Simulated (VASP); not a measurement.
A run of VASP 6.6.1 is set up as follows.

INCAR

```
PREC = Accurate
ENCUT = 520
EDIFF = 1E-7
ISMEAR = 0
SIGMA = 0.05
LREAL = F
LASPH = T
NELM = 60
ALGO = Normal
ISIF = 2
LWAVE = F
LCHARG = T
GGA = PE
LELF = T
LVHAR = T
NBANDS = 14
```

File KPOINTS:

```
Automatic mesh
0
Gamma
  6 6 6
```

Contents of POSCAR:

```
H
1.0
    3.7097352756     -3.7097352756      0.0000000000
    3.7097352756      3.7097352756      0.0000000000
   -3.7097352756      0.0000000000      4.5711281958
H
8
Direct
    0.4678145113      0.4313555778      0.8966263063
    0.2123053804      0.7196379195      0.4357440779
    0.9502174832      0.9908663524      0.9363406032
    0.7186779671      0.1854599546      0.4068566301
    0.0328742698      0.0312164362      0.0784019776
    0.7879860563      0.3097610300      0.5829282576
    0.5390966520      0.5421882672      0.0804318162
    0.2910276799      0.7895144623      0.5826703311
```

Potentials or basis: VASP PAW PBE potentials, release 64 (H).

Command:

```console
$ cat potpaw_PBE.64/H/POTCAR > POTCAR
$ mpirun -np 1 vasp_std > vasp.out
```

(1) What does it give for the band gap on the k mesh?

(2) Predict the largest force.

(3) What does it give for the pressure?

## Answers

(1) 8.64 eV.

(2) 3.534 eV/Å.

(3) 0.2 GPa.

Caveat: the cell differs from its parent crystal (atoms moved at random); forces of over 1 eV/Å act on the atoms, so gaps and moduli don't describe the material at rest.
